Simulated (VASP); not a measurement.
# TiSi2 in VASP: single point with PBE

Aim: the single point of TiSi2 with PBE.

Everything below comes from runs of VASP 6.6.1. Logs are shortened: lines on timing, memory, paths and dates and some standing lists are left out, and cuts for length are marked.

## 1. The cell of the first run

The cell holds a slab with vacuum, 18 atoms: a = 4.781 Å, b = 4.781 Å, c = 24.709 Å, α = 90.00°, β = 90.00°, γ = 119.64°.

## 2. Single point, PBE

File INCAR:

```
SYSTEM = TiSi2
  PREC = Accurate
  ENCUT = 400
  EDIFF = 1E-6
  ISMEAR = 1
  SIGMA = 0.1
  LREAL = .False.
  LASPH = .True.
  NELM = 120
  ALGO = Normal
  ISIF = 2
  LWAVE = .False.
  LCHARG = .False.
  LDIPOL = .True.
  IDIPOL = 3
  DIPOL = 0.5 0.5 0.500
  GGA = PE
  NBANDS = 75
  GGA_COMPAT = .False.
  NELMDL = -8
```

File KPOINTS:

```
regular mesh
0
Gamma
  10 10 1
  0 0 0
```

File POSCAR:

```
TiSi2
1.0
    4.7805566575      0.0000000000      0.0000000000
   -2.3644554718      4.1548853687      0.0000000000
    0.0000000000      0.0000000000     24.7086200848
Ti Si
6 12
Direct
    0.2500000000      0.0000000000      0.2836545990
    0.2500000000      0.5000000000      0.3691161146
    0.7500000000      0.5000000000      0.4570600774
    0.7500000000      0.0000000000      0.5429399229
    0.2500000000      0.0000000000      0.6308838857
    0.2500000000      0.5000000000      0.7163454010
    0.6069684424      0.6725111881      0.2837971469
    0.8930315576      0.3274888119      0.2837971469
    0.9141708274      0.8376152641      0.3704397233
    0.5858291726      0.1623847359      0.3704397233
    0.0894526606      0.1652469987      0.4569709931
    0.4105473394      0.8347530013      0.4569709931
    0.4105473415      0.3347530010      0.5430290069
    0.0894526585      0.6652469990      0.5430290069
    0.5858291725      0.6623847352      0.6295602763
    0.9141708275      0.3376152648      0.6295602763
    0.8930315521      0.8274888072      0.7162028532
    0.6069684479      0.1725111928      0.7162028532
```

Potentials or basis: VASP PAW PBE potentials, release 64 (Ti_sv, Si).

The run is started by

```console
$ cat potpaw_PBE.64/Ti_sv/POTCAR potpaw_PBE.64/Si/POTCAR > POTCAR
$ mpirun -np 1 vasp_std > vasp.out
```

OUTCAR:

```text
SYSTEM = TiSi2
   PREC = Accurate
   ENCUT = 400
   EDIFF = 1E-6
   ISMEAR = 1
   LREAL = .False.
   LASPH = .True.
   NELM = 120
   ISIF = 2
   GGA = PE
   NELMDL = -8

 ion  position               nearest neighbor table
   1  0.250  0.000  0.284-   9 2.56  10 2.56   8 2.67   7 2.67   8 2.80   7 2.80   7 2.83   8 2.83

   2  0.250  0.500  0.369-   7 2.58   8 2.58  11 2.58  12 2.58  10 2.75   9 2.75   9 2.76  10 2.76
                             9 2.78  10 2.78
   3  0.750  0.500  0.457-  13 2.55  14 2.55   9 2.56  10 2.56  12 2.74  11 2.74  12 2.76  11 2.76
                            11 2.79  12 2.79
   4  0.750  0.000  0.543-  11 2.55  12 2.55  15 2.56  16 2.56  13 2.74  14 2.74  13 2.76  14 2.76
                            13 2.79  14 2.79
   5  0.250  0.000  0.631-  17 2.58  18 2.58  13 2.58  14 2.58  15 2.75  16 2.75  16 2.76  15 2.76
                            15 2.78  16 2.78
   6  0.250  0.500  0.716-  15 2.56  16 2.56  17 2.67  18 2.67  17 2.80  18 2.80  17 2.83  18 2.83
[... 10 lines left out ...]
                             3 2.79  12 2.82
  12  0.411  0.835  0.457-  14 2.51  10 2.54   4 2.55   2 2.58  11 2.69   3 2.74   3 2.76  11 2.78
                             3 2.79  11 2.82
  13  0.411  0.335  0.543-  11 2.51  15 2.54   3 2.55   5 2.58  14 2.69   4 2.74   4 2.76  14 2.78
                             4 2.79  14 2.82
  14  0.089  0.665  0.543-  12 2.51  16 2.54   3 2.55   5 2.58  13 2.69   4 2.74   4 2.76  13 2.78
                             4 2.79  13 2.82
  15  0.586  0.662  0.630-  17 2.49  13 2.54   6 2.56   4 2.56  16 2.70   5 2.75   5 2.76   5 2.78
                            16 2.79  16 2.81
  16  0.914  0.338  0.630-  18 2.49  14 2.54   6 2.56   4 2.56  15 2.70   5 2.75   5 2.76   5 2.78
                            15 2.79  15 2.81
  17  0.893  0.827  0.716-  15 2.49   5 2.58  18 2.61   6 2.67  18 2.73   6 2.80   6 2.83  18 2.97

  18  0.607  0.173  0.716-  16 2.49   5 2.58  17 2.61   6 2.67  17 2.73   6 2.80   6 2.83  17 2.97

  LATTYP: Found a base centered orthorhombic cell.
 ALAT       =     4.8063101613
 B/A-ratio  =     1.7196652882
 C/A-ratio  =     5.1408709084

  Lattice vectors:

 A1 = (   4.7805566575,   0.0000000000,   0.0000000000)
 A2 = (  -2.3644554718,   4.1548853687,   0.0000000000)
 A3 = (   0.0000000000,   0.0000000000,  24.7086200848)

Analysis of symmetry for initial positions (statically):
=====================================================================
 Subroutine PRICEL returns:
 Original cell was already a primitive cell.

 Routine SETGRP: Setting up the symmetry group for a
 base centered orthorhombic supercell.

 Subroutine GETGRP returns: Found  4 space group operations
 (whereof  1 operations were pure point group operations)
 out of a pool of  8 trial point group operations.

The static configuration has the point symmetry C_1 .
 The point group associated with its full space group is C_2h.

Analysis of symmetry for dynamics (positions and initial velocities):
=====================================================================
 Subroutine PRICEL returns:
 Original cell was already a primitive cell.

 Routine SETGRP: Setting up the symmetry group for a
 base centered orthorhombic supercell.

 Subroutine GETGRP returns: Found  4 space group operations
 (whereof  1 operations were pure point group operations)
 out of a pool of  8 trial point group operations.

The dynamic configuration has the point symmetry C_1 .
 The point group associated with its full space group is C_2h.

 Subroutine INISYM returns: Found  4 space group operations
 (whereof  1 operations are pure point group operations),
 and found     1 'primitive' translations

----------------------------------------------------------------------------------------

                                     Primitive cell

  volume of cell :     490.7790

  direct lattice vectors                    reciprocal lattice vectors
     4.780556658  0.000000000  0.000000000     0.209180661  0.119040193  0.000000000
    -2.364455472  4.154885369  0.000000000     0.000000000  0.240680527  0.000000000
     0.000000000  0.000000000 24.708620085     0.000000000  0.000000000  0.040471706

  length of vectors
     4.780556658  4.780556673 24.708620085     0.240680528  0.240680527  0.040471706

  position of ions in fractional coordinates (direct lattice)
     0.250000000  0.000000000  0.283654599
     0.250000000  0.500000000  0.369116115
     0.750000000  0.500000000  0.457060077
[... 50 lines left out ...]
     0.000000000  0.000000000  0.040471706     0.000000000  0.000000000  1.000000000

  Length of vectors
     0.024068053  0.024068053  0.040471706

  Shift w.r.t. Gamma in fractional coordinates (k-lattice)
     0.000000000  0.000000000  0.000000000

 Subroutine IBZKPT returns following result:
 ===========================================

 Found     52 irreducible k-points:

 Following reciprocal coordinates:
            Coordinates               Weight
  0.000000  0.000000  0.000000      1.000000
  0.100000  0.000000  0.000000      2.000000
  0.000000  0.100000  0.000000      2.000000
  0.200000  0.000000  0.000000      2.000000
  0.000000  0.200000  0.000000      2.000000
  0.300000  0.000000  0.000000      2.000000
[... 16 lines left out ...]
 -0.300000  0.100000  0.000000      2.000000
  0.100000 -0.300000  0.000000      2.000000
 [... further k-points ...]
   k-points           NKPTS =     52   k-points in BZ     NKDIM =     52   number of bands    NBANDS=     75
   number of dos      NEDOS =    301   number of ions     NIONS =     18
   total plane-waves  NPLWV = 165888
   dimension x,y,z NGX =    32 NGY =   32 NGZ =  162
   dimension x,y,z NGXF=    64 NGYF=   64 NGZF=  324
   ions per type =               6  12
   NGX,Y,Z   is equivalent  to a cutoff of  11.13, 11.13, 10.90 a.u.
   NGXF,Y,Z  is equivalent  to a cutoff of  22.26, 22.26, 21.80 a.u.
 SYSTEM =  TiSi2
   PREC   = accura    normal or accurate (medium, high low for compatibility)
   ISTART =      0    job   : 0-new  1-cont  2-samecut
   ICHARG =      2    charge: 1-file 2-atom 10-const
   ISPIN  =      1    spin polarized calculation?
   LNONCOLLINEAR =      F non collinear calculations
   LSORBIT =      F    spin-orbit coupling
   LASPH  =      T    aspherical Exc in radial PAW
   ENCUT  =  400.0 eV  29.40 Ry    5.42 a.u.   7.80  7.80 40.29*2*pi/ulx,y,z
   NELM   =    120;   NELMIN=  2; NELMDL= -8     # of ELM steps
   EDIFF  = 0.1E-05   stopping-criterion for ELM
   LREAL  =      F    real-space projection
   EDIFFG = 0.1E-04   stopping-criterion for IOM
   NSW    =      0    number of steps for IOM
   IBRION =     -1    ionic relax: 0-MD 1-quasi-New 2-CG
   NFREE  =      0    steps in history (QN), initial steepest desc. (CG)
   ISIF   =      2    stress and relaxation
   ISYM   =      2    0-nonsym 1-usesym 2-fastsym
   POTIM  = 0.5000    time-step for ionic-motion
   TEBEG  =    0.0;   TEEND  =   0.0 temperature during run
   PSTRESS=    0.0 pullay stress
   NELECT =     120.0000    total number of electrons
   NUPDOWN=      -1.0000    fix difference up-down
   EMIN   =  10.00;   EMAX   =-10.00  energy-range for DOS
   EFERMI =   0.00;   METHOD = LEGACY
   ISMEAR =     1;   SIGMA  =   0.10  broadening in eV -4-tet -1-fermi 0-gaus
   EFERMI_NEDOS =   21; number of points for ismear=-14 and -15
   IALGO  =     38    algorithm
   IMIX   =      4    mixing-type and parameters
     AMIX     =   0.40;   BMIX     =  1.00
     AMIX_MAG =   1.60;   BMIX_MAG =  1.00
  volume/ion in A,a.u.               =      27.27       184.00
  Fermi-wavevector in a.u.,A,eV,Ry     =   1.023701  1.934515 14.258420  1.047964
  Thomas-Fermi vector in A             =   2.157449
   LORBIT       =      0    0 simple, 1 ext, 2 COOP (PROOUT), +10 PAW based schemes
   GGA     = PE    functional components
   LHFCALC =     F    Hartree Fock is set to
   AEXX    =    0.0000 exact exchange contribution
   IVDW    =     0    specifies the selected vdW correction
   LEPSILON=     F    determine dielectric tensor
   LRPA    =     F    only Hartree local field effects (RPA)
 non-spin polarized calculation
 Methfessel and Paxton  Order N= 1 SIGMA  =   0.10
  energy-cutoff  :      400.00
  volume of cell :      490.78
 maximum number of plane-waves:      8966
   NGX = 15   NGY = 15   NGZ = 81

 dipolmoment           0.000000      0.000000      0.000000 electrons x Angstroem

 number of electron     120.0000006 magnetization

 dipolmoment           0.000000      0.000000     -0.000000 electrons x Angstroem

 Free energy of the ion-electron system (eV)
  ---------------------------------------------------
  ext. energy  EPLUGINS =         0.00000000
  ---------------------------------------------------
  free energy    TOTEN  =      -117.35110328 eV

  energy without entropy =     -117.34972041  energy(sigma->0) =     -117.35064232

 E-fermi :   3.6742     XC(G=0):  -6.8671

 val. band max:        3.6690547687   @ k =  -0.3000   0.3000   0.0000
 cond. band min:       3.6760492241   @ k =   0.1000   0.2000   0.0000
 fundamental gap:      0.0069944554
 Fermi energy:         3.6742200827

 k-point     1 :       0.0000    0.0000    0.0000
  band No.  band energies     occupation
      1     -53.3211      2.00000
      2     -53.3210      2.00000
      3     -52.8448      2.00000
      4     -52.8448      2.00000
      5     -52.7206      2.00000
      6     -52.7066      2.00000
[... 1789 lines left out ...]
     71       5.4278     -0.00000
     72       5.9415      0.00000

 [... further k-points ...]

 [bands above 72 left out]

------------------------ aborting loop because EDIFF is reached ----------------------------------------

 vacuum level on the upper side and lower side of the slab       (xc-potential included)        -0.183        -0.183

  FORCE on cell =-STRESS in cart. coord.  units (eV):
  Direction    XX          YY          ZZ          XY          YZ          ZX
  --------------------------------------------------------------------------------------
  -------------------------------------------------------------------------------------
  Total       -6.1448455     -8.6988777     -0.4424885      1.6679174      0.0000000      0.0000000
  in kB      -20.0602132    -28.3980030     -1.4445301      5.4450153      0.0000000      0.0000000
  external PRESSURE =     -16.6342488 kB  Pullay stress =       0.0000000 kB

 VOLUME and BASIS-vectors are now :
 -----------------------------------------------------------------------------
  energy-cutoff  :      400.00
  volume of cell :      490.78
      direct lattice vectors                 reciprocal lattice vectors
     4.780556658  0.000000000  0.000000000     0.209180661  0.119040193  0.000000000
    -2.364455472  4.154885369  0.000000000     0.000000000  0.240680527  0.000000000
     0.000000000  0.000000000 24.708620085     0.000000000  0.000000000  0.040471706

 POSITION                                       TOTAL-FORCE (eV/Angst)
 -----------------------------------------------------------------------------------
      1.19514      0.00000      7.00871        -0.000000      0.000000     -0.011989
      0.01291      2.07744      9.12035        -0.000000      0.000000     -0.003796
      2.40319      2.07744     11.29332        -0.000000     -0.000000      0.000401
      3.58542      0.00000     13.41530        -0.000000      0.000000     -0.000401
      1.19514      0.00000     15.58827        -0.000000      0.000000      0.003796
      0.01291      2.07744     17.69991        -0.000000      0.000000      0.011989
[... 10 lines left out ...]
      2.31263      3.43812     17.69638        -0.001870     -0.001331     -0.002553
      2.49375      0.71676     17.69638         0.001870      0.001331     -0.002553
 -----------------------------------------------------------------------------------
    total drift:                               -0.000000      0.000000     -0.000032

  FREE ENERGIE OF THE ION-ELECTRON SYSTEM (eV)
  ---------------------------------------------------
  free  energy   TOTEN  =      -117.3511032811 eV

  energy  without entropy=     -117.3497204051  energy(sigma->0) =     -117.35064232

 vacuum level on the upper side and lower side of the slab         7.142         7.142
```

Run time: 55 min. Hardware: 1 thread of Intel Xeon Platinum 8259CL at 2.50GHz (Skylake/Cascade Lake), shared host; peak memory 1 GiB.

Results:

* Free energy: -117.3511 eV
* Largest force: 0.012 eV/Å
* Band gap on the k mesh: zero (bands 60 and 61 overlap by 0.54 eV)

Forces in eV/Å, atoms in the order of the input:
```
Ti   0.000  0.000 -0.012
Ti   0.000  0.000 -0.004
Ti   0.000  0.000  0.000
Ti   0.000  0.000  0.000
Ti   0.000  0.000  0.004
Ti   0.000  0.000  0.012
Si   0.002  0.001  0.003
Si  -0.002 -0.001  0.003
Si  -0.002 -0.001  0.002
Si   0.002  0.001  0.002
Si   0.003  0.004 -0.005
Si  -0.003 -0.004 -0.005
Si  -0.003 -0.004  0.005
Si   0.003  0.004  0.005
Si   0.002  0.001 -0.002
Si  -0.002 -0.001 -0.002
Si  -0.002 -0.001 -0.003
Si   0.002  0.001 -0.003
```

Levels at points of the mesh, in eV from the Fermi level:
```
           k point  band 56  band 57  band 58  band 59  band 60  band 61  band 62  band 63  band 64  band 65
(0.00, 0.00, 0.00)    -1.31    -1.25    -1.23    -1.17    -1.17     0.07     0.14     0.17     0.34     0.35
(0.50, 0.00, 0.00)    -0.59    -0.12    -0.01     0.15     0.23     0.24     0.25     0.37     0.45     0.70
(0.00, 0.50, 0.00)    -0.79    -0.64    -0.64    -0.09    -0.09     0.21     0.21     0.69     0.69     1.17
(0.50, 0.50, 0.00)    -0.93    -0.87    -0.87    -0.66    -0.66    -0.15    -0.15     0.67     0.67     1.00
```
